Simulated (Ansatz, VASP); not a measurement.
## Two plane-wave programs on CoO

The input INCAR:

```
  PREC = Accurate
  ENCUT = 520
  EDIFF = 1E-7
  ISMEAR = -1
  SIGMA = 0.05
  LREAL = False
  LASPH = True
  NELM = 100
  ALGO = Normal
  ISIF = 2
  LWAVE = False
  LCHARG = False
  ISPIN = 2
  MAGMOM = 2 0
  LORBIT = 11
  LMAXMIX = 4
  GGA = PE
  NBANDS = 18
```

KPOINTS

```
regular mesh
0
Gamma
  11 11 11
```

Contents of POSCAR:

```
CoO
1.0
    1.5054695445      0.8691832468      2.4399269062
   -1.5054695445      0.8691832468      2.4399269062
    0.0000000000     -1.7383664936      2.4399269062
Co O
1 1
Direct
    0.0000000000      0.0000000000      0.0000000000
    0.5000000000      0.5000000000      0.5000000000
```

File input.yaml:

```yaml
crystal:
  lattice:
    - [1.5054695445, 0.8691832468, 2.4399269062]
    - [-1.5054695445, 0.8691832468, 2.4399269062]
    - [0.0, -1.7383664936, 2.4399269062]
  atoms:
    - { symbol: Co, position: [0.0, 0.0, 0.0], spin: 2.0 }
    - { symbol: O, position: [0.5, 0.5, 0.5] }
hamiltonian:
  xc: pbe
  pseudopotentials: { kind: paw }
magnetization:
  spin_polarized: true
kpoints:
  mp_grid: { grid: [11, 11, 11] }
scf:
  occupations: { method: fermi_dirac, width: 0.05 }
output:
  forces: true
  stress: true
  eigenvalues: true
```

Alike in both runs: task single point; functional PBE; k mesh 11 × 11 × 11; occupations fermi-dirac, width 0.05 eV; collinear spin, ferromagnetic start.

|  | VASP | Ansatz |
| --- | --- | --- |
| version | VASP 6.6.1 | Ansatz 0.2.0 |
| potentials or method | VASP PAW PBE potentials, release 64 (Co, O) | Ansatz PAW |
| plane-wave cutoff (eV) | 520 | 420 |
| valence electrons in the cell | 15 | 23 |

Ansatz gave:

| Item | Value |
| --- | --- |
| gap on the k mesh at the Fermi level (eV) | none |
| pressure (GPa) | 0.0 |
| traceless stress, the component that is largest in VASP (GPa) | -0.30 |
| net moment per atom (μB) | 1.45 |
| size of the moment on the site where the two differ most (μB) | 2.47 |

Q: Which values does VASP return?

A: gap on the k mesh at the Fermi level (eV): none; pressure (GPa): -0.6; traceless stress, the component that is largest in VASP (GPa): -0.27; net moment per atom (μB): 1.44; size of the moment on the site where the two differ most (μB): 2.54.

Site moments also hang on the region over which each program counts them. A gap of «none» marks a metal or a gap that the smearing closes. The functional is the same, so the differences come from potentials, cutoffs and numerics. VASP's potentials hold 15 valence electrons a cell and Ansatz's 23, so a difference there can come from the potentials and not from the codes.
